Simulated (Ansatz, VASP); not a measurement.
AlCu in VASP and in Ansatz

POSCAR

```
AlCu
1.0
    2.9975090000      0.0000000000      0.0000000000
    0.0000000000      2.9975090000      0.0000000000
    0.0000000000      0.0000000000      2.9975090000
Al Cu
1 1
Direct
    0.0000000000      0.0000000000      0.0000000000
    0.5000000000      0.5000000000      0.5000000000
```

The input INCAR.step1:

```
  ALGO = Normal
  EDIFF = 1E-4
  ENCUT = 520
  GGA = PE
  ISMEAR = 0
  LASPH = True
  LCHARG = False
  LREAL = False
  LWAVE = True
  NBANDS = 14
  NELM = 100
  PREC = Accurate
  SIGMA = 0.1
```

File INCAR.step2:

```
  ALGO = Normal
  EDIFF = 1E-6
  ENCUT = 520
  ISIF = 2
  ISMEAR = 0
  ISTART = 1
  LASPH = True
  LCHARG = False
  LMIXTAU = True
  LREAL = False
  LWAVE = False
  METAGGA = R2SCAN
  NBANDS = 14
  NELM = 100
  PREC = Accurate
  SIGMA = 0.1
```

File KPOINTS:

```
k-points
0
Gamma
  14 14 14
```

Input for Ansatz:

```yaml
crystal:
  lattice:
    - [2.997509, 0.0, 0.0]
    - [0.0, 2.997509, 0.0]
    - [0.0, 0.0, 2.997509]
  atoms:
    - { symbol: Al, position: [0.0, 0.0, 0.0] }
    - { symbol: Cu, position: [0.5, 0.5, 0.5] }
basis:
  ecutwfc: 500
kpoints:
  mp_grid: { grid: [14, 14, 14] }
hamiltonian:
  xc: r2scan
scf:
  occupations: { method: gaussian, width: 0.1 }
output:
  forces: true
  stress: true
  eigenvalues: true
  populations: true
```

Alike in both runs: task single point; functional r2SCAN; k mesh 14 × 14 × 14; occupations gaussian, width 0.1 eV; no spin polarisation.

|  | VASP | Ansatz |
| --- | --- | --- |
| version | VASP 6.6.1 | Ansatz 0.2.0 |
| potentials or method | VASP PAW PBE potentials, release 64 (Al, Cu), cutoff 520 eV | scalar-relativistic, plane waves, PAW |
| valence electrons in the cell | 14 | 22 |

|  | VASP | Ansatz | Ansatz less VASP |
| --- | --- | --- | --- |
| gap on the k mesh at the Fermi level (eV) | none | none | - |
| pressure (GPa) | -4.9 | -4.9 | -0.04 |

VASP's potentials were made for PBE, not for r2SCAN. A gap of «none» marks a metal or a gap that the smearing closes. VASP's potentials hold 14 valence electrons a cell and Ansatz's 22, so a difference there can come from the potentials and not from the codes.
